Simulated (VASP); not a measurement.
# SnSe2 (P-3m1) in VASP: further runs

Runs on SnSe2. Level: PBE. Tasks: single point.

Everything below comes from runs of VASP 6.6.1. Logs are shortened: lines on timing, memory, paths and dates and some standing lists are left out, and cuts for length are marked.

## Step 1: The cell of the first run

The structure is trigonal, space group P-3m1 (No. 164). The conventional cell has a = 3.825 Å, b = 3.825 Å, c = 5.978 Å, α = 90.00°, β = 90.00°, γ = 120.00°. Sn (site symmetry -3m) has 6 Se at 2.71 Å within 3.6 Å. Se (site symmetry 3m) has 3 Sn at 2.71 Å and 3 Se at 3.60 Å within 3.6 Å.

## Step 2: Single point, PBE (uniaxial z strain -4.0%)

INCAR reads:

```
PREC     = Accurate       # precision mode
ENCUT    = 520            # plane-wave cutoff, eV
EDIFF    = 1E-7           # SCF threshold, eV
ISMEAR   = 0              # smearing method
SIGMA    = 0.01           # smearing width, eV
LREAL    = F              # projectors in reciprocal space
LASPH    = T              # aspherical terms in the spheres
NELM     = 100            # most SCF steps
ALGO     = Normal         # electronic algorithm
ISIF     = 2              # what is computed and relaxed
LWAVE    = F              # write WAVECAR
LCHARG   = F              # write CHGCAR
GGA      = PE             # functional
NBANDS   = 20             # bands
```

KPOINTS reads:

```
regular mesh
0
Gamma
  6 6 2
```

POSCAR reads:

```
SnSe2
1.0
    3.8251493298      0.0000000000      0.0000000000
   -1.9125746649      3.3126764929      0.0000000000
    0.0000000000      0.0000000000      5.9779959018
Sn Se
1 2
Direct
    0.0000000000      0.0000000000      0.0000000000
    0.3333333333      0.6666666667      0.2622803274
    0.6666666667      0.3333333333      0.7377196726
```

Potentials or basis: VASP PAW PBE potentials, release 64 (Sn_d, Se).

Launch:

```sh
$ cat potpaw_PBE.64/Sn_d/POTCAR potpaw_PBE.64/Se/POTCAR > POTCAR
$ mpirun -np 1 vasp_std > vasp.out
```

OUTCAR:

```text
PREC = Accurate
   ENCUT = 520
   EDIFF = 1E-7
   ISMEAR = 0
   LREAL = F
   LASPH = T
   NELM = 100
   ISIF = 2
   GGA = PE

 ion  position               nearest neighbor table
   1  0.000  0.000  0.000-   2 2.71   3 2.71   3 2.71   2 2.71   3 2.71   2 2.71
   2  0.333  0.667  0.262-   1 2.71   1 2.71   1 2.71
   3  0.667  0.333  0.738-   1 2.71   1 2.71   1 2.71

  LATTYP: Found a hexagonal cell.
 ALAT       =     3.8251493298
 C/A-ratio  =     1.5628137326

  Lattice vectors:

 A1 = (   3.8251493298,   0.0000000000,   0.0000000000)
 A2 = (  -1.9125746649,   3.3126764929,   0.0000000000)
 A3 = (   0.0000000000,   0.0000000000,   5.9779959018)

Analysis of symmetry for initial positions (statically):
=====================================================================
 Subroutine PRICEL returns:
 Original cell was already a primitive cell.

 Routine SETGRP: Setting up the symmetry group for a
 hexagonal supercell.

 Subroutine GETGRP returns: Found 12 space group operations
 (whereof 12 operations were pure point group operations)
 out of a pool of 24 trial point group operations.

The static configuration has the point symmetry D_3d.

Analysis of symmetry for dynamics (positions and initial velocities):
=====================================================================
 Subroutine PRICEL returns:
 Original cell was already a primitive cell.

 Routine SETGRP: Setting up the symmetry group for a
 hexagonal supercell.

 Subroutine GETGRP returns: Found 12 space group operations
 (whereof 12 operations were pure point group operations)
 out of a pool of 24 trial point group operations.

The dynamic configuration has the point symmetry D_3d.

 Subroutine INISYM returns: Found 12 space group operations
 (whereof 12 operations are pure point group operations),
 and found     1 'primitive' translations

----------------------------------------------------------------------------------------

                                     Primitive cell

  volume of cell :      75.7501

  direct lattice vectors                    reciprocal lattice vectors
     3.825149330  0.000000000  0.000000000     0.261427702  0.150935354  0.000000000
    -1.912574665  3.312676493  0.000000000     0.000000000  0.301870709  0.000000000
     0.000000000  0.000000000  5.977995902     0.000000000  0.000000000  0.167280141

  length of vectors
     3.825149330  3.825149330  5.977995902     0.301870709  0.301870709  0.167280141

  position of ions in fractional coordinates (direct lattice)
     0.000000000  0.000000000  0.000000000
     0.333333333  0.666666667  0.262280327
     0.666666667  0.333333333  0.737719673

  ion indices of the primitive-cell ions
   primitive index   ion index
                 1           1
                 2           2
                 3           3

----------------------------------------------------------------------------------------

 KPOINTS: regular mesh

Automatic generation of k-mesh.
 Grid dimensions read from file:
 generate k-points for:    6    6    2

 Generating k-lattice:

  Cartesian coordinates                     Fractional coordinates (reciprocal lattice)
     0.043571284  0.025155892  0.000000000     0.166666667  0.000000000  0.000000000
     0.000000000  0.050311785  0.000000000     0.000000000  0.166666667  0.000000000
     0.000000000  0.000000000  0.083640071     0.000000000  0.000000000  0.500000000

  Length of vectors
     0.050311785  0.050311785  0.083640071

  Shift w.r.t. Gamma in fractional coordinates (k-lattice)
     0.000000000  0.000000000  0.000000000

 Subroutine IBZKPT returns following result:
 ===========================================

 Found     14 irreducible k-points:

 Following reciprocal coordinates:
            Coordinates               Weight
  0.000000  0.000000  0.000000      1.000000
  0.166667  0.000000  0.000000      6.000000
  0.333333  0.000000  0.000000      6.000000
  0.500000  0.000000  0.000000      3.000000
  0.166667  0.166667  0.000000      6.000000
  0.333333  0.166667  0.000000     12.000000
  0.333333  0.333333  0.000000      2.000000
  0.000000  0.000000  0.500000      1.000000
  0.166667  0.000000  0.500000      6.000000
  0.333333  0.000000  0.500000      6.000000
  0.500000  0.000000  0.500000      3.000000
  0.166667  0.166667  0.500000      6.000000
  0.333333  0.166667  0.500000     12.000000
  0.333333  0.333333  0.500000      2.000000
   k-points           NKPTS =     14   k-points in BZ     NKDIM =     14   number of bands    NBANDS=     20
   number of dos      NEDOS =    301   number of ions     NIONS =      3
   total plane-waves  NPLWV =  37632
   dimension x,y,z NGX =    28 NGY =   28 NGZ =   48
   dimension x,y,z NGXF=    56 NGYF=   56 NGZF=   96
   ions per type =               1   2
   NGX,Y,Z   is equivalent  to a cutoff of  12.17, 12.17, 13.35 a.u.
   NGXF,Y,Z  is equivalent  to a cutoff of  24.34, 24.34, 26.70 a.u.
 SYSTEM =  unknown system
[... 25 lines left out ...]
   EFERMI_NEDOS =   21; number of points for ismear=-14 and -15
   IALGO  =     38    algorithm
   IMIX   =      4    mixing-type and parameters
     AMIX     =   0.40;   BMIX     =  1.00
     AMIX_MAG =   1.60;   BMIX_MAG =  1.00
  volume/ion in A,a.u.               =      25.25       170.40
  Fermi-wavevector in a.u.,A,eV,Ry     =   1.146230  2.166060 17.875908  1.313842
  Thomas-Fermi vector in A             =   2.282915
   LORBIT       =      0    0 simple, 1 ext, 2 COOP (PROOUT), +10 PAW based schemes
   GGA     = PE    functional components
   LHFCALC =     F    Hartree Fock is set to
   AEXX    =    0.0000 exact exchange contribution
   IVDW    =     0    specifies the selected vdW correction
   LEPSILON=     F    determine dielectric tensor
   LRPA    =     F    only Hartree local field effects (RPA)
 non-spin polarized calculation
 Gauss-broadening in eV      SIGMA  =   0.01
  energy-cutoff  :      520.00
  volume of cell :       75.75
 maximum number of plane-waves:      2061
   NGX = 15   NGY = 15   NGZ = 23

 number of electron      26.0000007 magnetization

 Free energy of the ion-electron system (eV)
  ---------------------------------------------------
  ext. energy  EPLUGINS =         0.00000000
  ---------------------------------------------------
  free energy    TOTEN  =       -11.77995638 eV

  energy without entropy =      -11.77995638  energy(sigma->0) =      -11.77995638

 E-fermi :   4.5911     XC(G=0):  -9.6073

 val. band max:        4.4899117346   @ k =   0.0000   0.0000   0.0000
 cond. band min:       5.2382517065   @ k =   0.5000   0.0000   0.5000
 fundamental gap:      0.7483399719
 Fermi energy:         4.5910864663

 k-point     1 :       0.0000    0.0000    0.0000
  band No.  band energies     occupation
      1     -16.8574      2.00000
      2     -16.8574      2.00000
      3     -16.8232      2.00000
      4     -16.8095      2.00000
      5     -16.8095      2.00000
      6      -9.5083      2.00000
[... 12 lines left out ...]
     19      13.4203      0.00000
     20      13.4203      0.00000

 k-point     2 :       0.1667    0.0000    0.0000
  band No.  band energies     occupation
      1     -16.8694      2.00000
      2     -16.8490      2.00000
      3     -16.8182      2.00000
      4     -16.8128      2.00000
      5     -16.8076      2.00000
      6      -9.2406      2.00000
[... 12 lines left out ...]
     19      12.5164      0.00000
     20      13.5808      0.00000

 k-point     3 :       0.3333    0.0000    0.0000
  band No.  band energies     occupation
      1     -16.8967      2.00000
      2     -16.8393      2.00000
      3     -16.8270      2.00000
      4     -16.7972      2.00000
      5     -16.7961      2.00000
      6      -8.5265      2.00000
[... 12 lines left out ...]
     19      13.3714      0.00000
     20      14.6171      0.00000

 k-point     4 :       0.5000    0.0000    0.0000
  band No.  band energies     occupation
      1     -16.9109      2.00000
      2     -16.8380      2.00000
      3     -16.8316      2.00000
      4     -16.7885      2.00000
      5     -16.7869      2.00000
      6      -7.9071      2.00000
[... 199 lines left out ...]
 k-point    13 :       0.3333    0.1667    0.5000
  band No.  band energies     occupation
      1     -16.8972      2.00000
      2     -16.8495      2.00000
      3     -16.8233      2.00000
      4     -16.7988      2.00000
      5     -16.7879      2.00000
      6      -7.8121      2.00000
[... 12 lines left out ...]
     19      12.7479      0.00000
     20      14.1906      0.00000

 k-point    14 :       0.3333    0.3333    0.5000
  band No.  band energies     occupation
      1     -16.8752      2.00000
      2     -16.8752      2.00000
      3     -16.8072      2.00000
      4     -16.8072      2.00000
      5     -16.7921      2.00000
      6      -7.4336      2.00000
[... 12 lines left out ...]
     19      13.5589      0.00000
     20      13.5602      0.00000

------------------------ aborting loop because EDIFF is reached ----------------------------------------

  FORCE on cell =-STRESS in cart. coord.  units (eV):
  Direction    XX          YY          ZZ          XY          YZ          ZX
  --------------------------------------------------------------------------------------
  -------------------------------------------------------------------------------------
  Total        1.8170317      1.8170317      2.0257845      0.0000000      0.0000000      0.0000000
  in kB       38.4317410     38.4317410     42.8470361      0.0000000      0.0000000      0.0000000
  external PRESSURE =      39.9035060 kB  Pullay stress =       0.0000000 kB

 VOLUME and BASIS-vectors are now :
 -----------------------------------------------------------------------------
  energy-cutoff  :      520.00
  volume of cell :       75.75
      direct lattice vectors                 reciprocal lattice vectors
     3.825149330  0.000000000  0.000000000     0.261427702  0.150935354  0.000000000
    -1.912574665  3.312676493  0.000000000     0.000000000  0.301870709  0.000000000
     0.000000000  0.000000000  5.977995902     0.000000000  0.000000000  0.167280141

 POSITION                                       TOTAL-FORCE (eV/Angst)
 -----------------------------------------------------------------------------------
      0.00000      0.00000      0.00000         0.000000      0.000000      0.000000
     -0.00000      2.20845      1.56791         0.000000      0.000000      0.264774
      1.91257      1.10423      4.41009        -0.000000     -0.000000     -0.264774
 -----------------------------------------------------------------------------------
    total drift:                               -0.000000      0.000000      0.000000

  FREE ENERGIE OF THE ION-ELECTRON SYSTEM (eV)
  ---------------------------------------------------
  free  energy   TOTEN  =       -11.7799563787 eV

  energy  without entropy=      -11.7799563787  energy(sigma->0) =      -11.77995638
```

It took 24 s on 1 thread of AMD EPYC 9R45 (Zen 5), shared host; peak memory 0.16 GiB.

Results:

* Free energy: -11.7800 eV
* Pressure: 4.0 GPa
* Largest force: 0.265 eV/Å
* Band gap on the k mesh: 0.75 eV, indirect (least direct gap 0.85 eV)

Forces in eV/Å, atoms in the order of the input:
```
Sn   0.000  0.000  0.000
Se   0.000  0.000  0.265
Se   0.000  0.000 -0.265
```

Levels at points of the mesh, in eV from the valence-band top:
| k point | band 10 | band 11 | band 12 | band 13 | band 14 | band 15 | band 16 | band 17 |
| --- | --- | --- | --- | --- | --- | --- | --- | --- |
| (0.00, 0.00, 0.00) | -0.71 | -0.51 | -0.51 | 0.00 | 0.85 | 2.93 | 4.56 | 4.56 |
| (0.50, 0.00, 0.00) | -3.18 | -2.70 | -1.57 | -0.33 | 1.18 | 3.61 | 5.07 | 5.12 |
| (0.00, 0.00, 0.50) | -0.87 | -0.87 | -0.26 | -0.26 | 2.48 | 2.83 | 4.18 | 4.18 |
| (0.50, 0.00, 0.50) | -2.43 | -2.00 | -1.03 | -0.92 | 0.75 | 4.05 | 4.63 | 5.80 |

Caveat: the k points lie up to 0.53 Å⁻¹ apart; the cell differs from its parent crystal (uniaxial z strain -4.0%); spin-orbit coupling is left out, which moves the levels of the heavy elements. A k mesh can miss the band edges.

## Step 3: Single point, PBE (uniaxial z strain -3.0%)

INCAR reads:

```
SYSTEM = SnSe2
  PREC = Accurate
  ENCUT = 520
  EDIFF = 1E-6
  ISMEAR = 0
  SIGMA = 0.01
  LREAL = .FALSE.
  LASPH = .TRUE.
  NELM = 100
  ALGO = Normal
  ISIF = 2
  LWAVE = .FALSE.
  LCHARG = .FALSE.
  GGA = PE
  NBANDS = 20
```

KPOINTS reads:

```
regular mesh
0
G
  6 6 2
  0 0 0
```

POSCAR reads:

```
SnSe2
1.0
    3.8251493298      0.0000000000      0.0000000000
   -1.9125746649      3.3126764929      0.0000000000
    0.0000000000      0.0000000000      6.0402666924
Sn Se
1 2
Direct
    0.0000000000      0.0000000000      0.0000000000
    0.3333333333      0.6666666667      0.2600427716
    0.6666666667      0.3333333333      0.7399572284
```

Potentials or basis: VASP PAW PBE potentials, release 64 (Sn_d, Se).

Launch:

```sh
$ cat potpaw_PBE.64/Sn_d/POTCAR potpaw_PBE.64/Se/POTCAR > POTCAR
$ mpirun -np 1 vasp_std > vasp.out
```

It took 18 s on 1 thread of AMD EPYC 9R45 (Zen 5), shared host; peak memory 0.15 GiB.

Results (log left out):

```
Free energy            : -11.7930 eV
Pressure               : 3.7 GPa
Largest force          : 0.261 eV/Å
Band gap on the k mesh : 0.76 eV, indirect (least direct gap 0.92 eV)
```

Forces on the atoms (eV/Å):
```
Sn   0.000  0.000  0.000
Se   0.000  0.000  0.261
Se   0.000  0.000 -0.261
```

Stress tensor (GPa, compression positive):
```
3.59 0.00 0.00
0.00 3.59 0.00
0.00 0.00 3.84
```

Levels at points of the mesh, in eV from the valence-band top:
```tsv
k point	band 10	band 11	band 12	band 13	band 14	band 15	band 16	band 17
(0.00, 0.00, 0.00)	-0.65	-0.43	-0.43	-0.01	0.91	2.99	4.61	4.61
(0.50, 0.00, 0.00)	-3.08	-2.61	-1.46	-0.29	1.19	3.67	5.16	5.22
(0.00, 0.00, 0.50)	-0.78	-0.78	-0.21	-0.21	2.49	2.90	4.26	4.26
(0.50, 0.00, 0.50)	-2.37	-1.97	-0.95	-0.83	0.76	4.10	4.68	5.82
```

Caveat: the k points lie up to 0.52 Å⁻¹ apart; the cell differs from its parent crystal (uniaxial z strain -3.0%); spin-orbit coupling is left out, which moves the levels of the heavy elements; this functional lacks dispersion, which binds the layers, so the pressure and a relaxed spacing across them are unreliable.

## Step 4: Single point, PBE (uniaxial z strain -2.0%)

INCAR reads:

```
SYSTEM = SnSe2
PREC = Accurate ; ENCUT = 520
EDIFF = 1E-6 ; ISMEAR = 0
SIGMA = 0.01 ; LREAL = .False.
LASPH = .True. ; NELM = 60
ALGO = Normal ; ISIF = 2
LWAVE = .False. ; LCHARG = .False.
GGA = PE ; NBANDS = 20
```

KPOINTS reads:

```
regular mesh
0
Gamma
  6 6 2
  0 0 0
```

POSCAR reads:

```
SnSe2
1.0
    3.8251493298      0.0000000000      0.0000000000
   -1.9125746649      3.3126764929      0.0000000000
    0.0000000000      0.0000000000      6.1025374831
Sn Se
1 2
Direct
    0.0000000000      0.0000000000      0.0000000000
    0.3333333333      0.6666666667      0.2577190212
    0.6666666667      0.3333333333      0.7422809788
```

Launch:

```sh
$ cat potpaw_PBE.64/Sn_d/POTCAR potpaw_PBE.64/Se/POTCAR > POTCAR
$ mpirun -np 1 vasp_std > vasp.out
```

Run time: 20 s. Hardware: 1 thread of AMD EPYC 9R45 (Zen 5), shared host; peak memory 0.16 GiB.

The run converged. Its results:

```
Free energy            : -11.8037 eV
Pressure               : 3.4 GPa
Largest force          : 0.262 eV/Å
Band gap on the k mesh : 0.78 eV, indirect (least direct gap 0.99 eV)
```

Forces in eV/Å, atoms in the order of the input:
```
Sn   0.000  0.000  0.000
Se   0.000  0.000  0.262
Se   0.000  0.000 -0.262
```

Stress tensor (GPa, compression positive):
```
3.38 0.00 0.00
0.00 3.38 0.00
0.00 0.00 3.46
```

Levels at points of the mesh, in eV from the valence-band top:
```
           k point  band 10  band 11  band 12  band 13  band 14  band 15  band 16  band 17
(0.00, 0.00, 0.00)    -0.58    -0.35    -0.35    -0.01     0.98     3.05     4.66     4.66
(0.50, 0.00, 0.00)    -2.98    -2.53    -1.35    -0.25     1.21     3.73     5.25     5.31
(0.00, 0.00, 0.50)    -0.71    -0.71    -0.15    -0.15     2.51     2.96     4.34     4.34
(0.50, 0.00, 0.50)    -2.31    -1.95    -0.88    -0.73     0.78     4.15     4.72     5.85
```

Caveat: the k points lie up to 0.51 Å⁻¹ apart; the cell differs from its parent crystal (uniaxial z strain -2.0%); spin-orbit coupling is left out, which moves the levels of the heavy elements; this functional lacks dispersion, which binds the layers, so the pressure and a relaxed spacing across them are unreliable.

## Step 5: Single point, PBE (uniaxial z strain -1.0%)

INCAR reads:

```
PREC     = Accurate       # precision mode
ENCUT    = 520            # plane-wave cutoff, eV
EDIFF    = 1E-7           # SCF threshold, eV
ISMEAR   = 0              # smearing method
SIGMA    = 0.01           # smearing width, eV
LREAL    = False          # projectors in reciprocal space
LASPH    = True           # aspherical terms in the spheres
NELM     = 100            # most SCF steps
ALGO     = Normal         # electronic algorithm
ISIF     = 2              # what is computed and relaxed
LWAVE    = False          # write WAVECAR
LCHARG   = False          # write CHGCAR
GGA      = PE             # functional
NBANDS   = 20             # bands
```

KPOINTS reads:

```
Automatic mesh
0
Gamma
  6 6 2
```

POSCAR reads:

```
SnSe2
1.0
    3.8251493298      0.0000000000      0.0000000000
   -1.9125746649      3.3126764929      0.0000000000
    0.0000000000      0.0000000000      6.1648082737
Sn Se
1 2
Direct
    0.0000000000      0.0000000000      0.0000000000
    0.3333333333      0.6666666667      0.2554203647
    0.6666666667      0.3333333333      0.7445796353
```

Launch:

```sh
$ cat potpaw_PBE.64/Sn_d/POTCAR potpaw_PBE.64/Se/POTCAR > POTCAR
$ mpirun -np 1 vasp_std > vasp.out
```

Wall time 23 s (1 thread of AMD EPYC 9R45 (Zen 5), shared host); peak memory 0.16 GiB.

Results (log left out):

```yaml
Free_energy: -11.8126 eV
Pressure: 3.2 GPa
Largest_force: 0.261 eV/Å
Band_gap_on_the_k_mesh: 0.81 eV, indirect (least direct gap 1.05 eV)
```

Forces on the atoms (eV/Å):
```
Sn   0.000  0.000  0.000
Se   0.000  0.000  0.261
Se   0.000  0.000 -0.261
```

Levels at points of the mesh, in eV from the valence-band top:
```csv
k point,band 10,band 11,band 12,band 13,band 14,band 15,band 16,band 17
"(0.00, 0.00, 0.00)",-0.53,-0.27,-0.27,-0.02,1.04,3.11,4.70,4.70
"(0.50, 0.00, 0.00)",-2.88,-2.45,-1.25,-0.21,1.23,3.79,5.33,5.39
"(0.00, 0.00, 0.50)",-0.64,-0.64,-0.09,-0.09,2.52,3.02,4.42,4.42
"(0.50, 0.00, 0.50)",-2.25,-1.92,-0.80,-0.65,0.81,4.21,4.77,5.87
```

Caveat: the k points lie up to 0.51 Å⁻¹ apart; the cell differs from its parent crystal (uniaxial z strain -1.0%); spin-orbit coupling is left out, which moves the levels of the heavy elements; this functional lacks dispersion, which binds the layers, so the pressure and a relaxed spacing across them are unreliable. A k mesh can miss the band edges.

## Step 6: Summary

| cell | gap on the mesh (eV) | pressure (GPa) | largest force (eV/Å) |
| --- | --- | --- | --- |
| a = 3.825, b = 3.825, c = 5.978 Å, angles 90.0, 90.0, 120.0°, 3 atoms | 0.75 | 4.0 | 0.26 |
| a = 3.825, b = 3.825, c = 6.040 Å, angles 90.0, 90.0, 120.0°, 3 atoms | 0.76 | 3.7 | 0.26 |
| a = 3.825, b = 3.825, c = 6.103 Å, angles 90.0, 90.0, 120.0°, 3 atoms | 0.78 | 3.4 | 0.26 |
| a = 3.825, b = 3.825, c = 6.165 Å, angles 90.0, 90.0, 120.0°, 3 atoms | 0.81 | 3.2 | 0.26 |

Alike in all rows: task single point; level PBE; potentials or basis VASP PAW PBE potentials, release 64 (Sn_d, Se); no spin polarisation; k mesh 6 × 6 × 2; cutoff (eV) 520; smearing gaussian 0.01 eV.

Caveats: all runs use coarse meshes; spin-orbit coupling is left out, which moves the levels of the heavy elements; this functional lacks dispersion, which binds the layers, so the pressure and a relaxed spacing across them are unreliable (some runs).

Absolute energies hang on the potentials; compare differences alone.
